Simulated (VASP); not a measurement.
A run of VASP 6.6.1 is set up as follows.

The input POSCAR:

```
MgS
1.0
    0.0000000000      2.4620765756      2.6015179370
    2.4620765756      0.0000000000      2.6015179370
    2.4620765756      2.4620765756      0.0000000000
Mg S
1 1
Direct
    0.0000000000      0.0000000000      0.0000000000
    0.5000000000      0.5000000000      0.5000000000
```

INCAR.step1

```
SYSTEM = MgS
ALGO     = Normal         ! electronic algorithm
EDIFF    = 1E-4           ! SCF threshold, eV
ENCUT    = 520            ! plane-wave cutoff, eV
GGA      = PE             ! functional
ISMEAR   = 0              ! smearing method
LASPH    = .True.         ! aspherical terms in the spheres
LCHARG   = .False.        ! write CHGCAR
LREAL    = .False.        ! projectors in reciprocal space
LWAVE    = .True.         ! write WAVECAR
NBANDS   = 11             ! bands
NELM     = 60             ! most SCF steps
PREC     = Accurate       ! precision mode
SIGMA    = 0.01           ! smearing width, eV
```

File INCAR.step2:

```
SYSTEM = MgS
ALGO     = Normal         ! electronic algorithm
EDIFF    = 1E-6           ! SCF threshold, eV
ENCUT    = 520            ! plane-wave cutoff, eV
ISIF     = 2              ! what is computed and relaxed
ISMEAR   = 0              ! smearing method
ISTART   = 1            
LASPH    = .True.         ! aspherical terms in the spheres
LCHARG   = .False.        ! write CHGCAR
LMIXTAU  = .True.       
LREAL    = .False.        ! projectors in reciprocal space
LWAVE    = .False.        ! write WAVECAR
METAGGA  = R2SCAN         ! meta-GGA
NBANDS   = 11             ! bands
NELM     = 60             ! most SCF steps
PREC     = Accurate       ! precision mode
SIGMA    = 0.01           ! smearing width, eV
```

File KPOINTS:

```
k-points
0
Gamma
  8 8 8
  0 0 0
```

Potentials or basis: VASP PAW PBE potentials, release 64 (Mg, S).

Run with:

```bash
$ cat potpaw_PBE.64/Mg/POTCAR potpaw_PBE.64/S/POTCAR > POTCAR
$ cp INCAR.step1 INCAR
$ mpirun -np 1 vasp_std > vasp.out
$ cp INCAR.step2 INCAR
$ mpirun -np 1 vasp_std > vasp.out
```

Question: Estimate the band gap on the k mesh.

Answer: 3.44 eV, indirect (least direct gap 5.41 eV).

Question: What does it give for the pressure?

Answer: 11.1 GPa.

Stress tensor (GPa, compression positive):
```
14.32  0.00  0.00
 0.00 14.32  0.00
 0.00  0.00  4.70
```

Caveat: the cell differs from its parent crystal (biaxial xy strain -5.4%); the PAW data sets were made with another functional, which shifts forces and pressure a little. A k mesh can miss the band edges.
